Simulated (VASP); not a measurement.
## MgO: single point with r2SCAN+D3(BJ)

The system is MgO.

```xyz
2
Lattice="2.9380 0.0000 0.0000 -1.4690 2.5444 0.0000 0.0000 0.0000 2.6797" Properties=species:S:1:pos:R:3 pbc="T T T"
Mg    0.0000    0.0000    0.0000
O     0.0000    1.6963    1.3398
```

```yaml
Program: VASP 6.6.1
Task: single point
Functional: r2SCAN
Dispersion: D3(BJ)
Potentials_or_basis: VASP PAW PBE potentials, release 64 (Mg, O)
Cutoff: 520 eV
k_mesh: 5 × 5 × 5
Occupations: gaussian, width 0.01 eV
Spin: no spin polarisation
```

```yaml
Pressure: -8.4 GPa
Band_gap_on_the_k_mesh: 3.77 eV, indirect (least direct gap 4.17 eV)
Dispersion_energy_per_atom: -0.129 eV
```

Stress tensor (GPa, compression positive):
```
-8.02  0.00  0.00
 0.00 -8.02  0.00
 0.00  0.00 -9.08
```

Levels at points of the mesh, in eV from the valence-band top:
```csv
k point,band 2,band 3,band 4,band 5,band 6,band 7
"(0.00, 0.00, 0.00)",-0.61,-0.61,-0.39,3.77,12.90,16.58
```

Wall time 7.9 s on 1 thread of Intel(R) Xeon(R) 6975P-C (Granite Rapids), on a shared host, peak memory 0.14 GiB.

Caveat: the k points lie up to 0.49 Å⁻¹ apart; three body term missing; the PAW data sets were made with another functional, which shifts forces and pressure a little. A k mesh can miss the band edges.
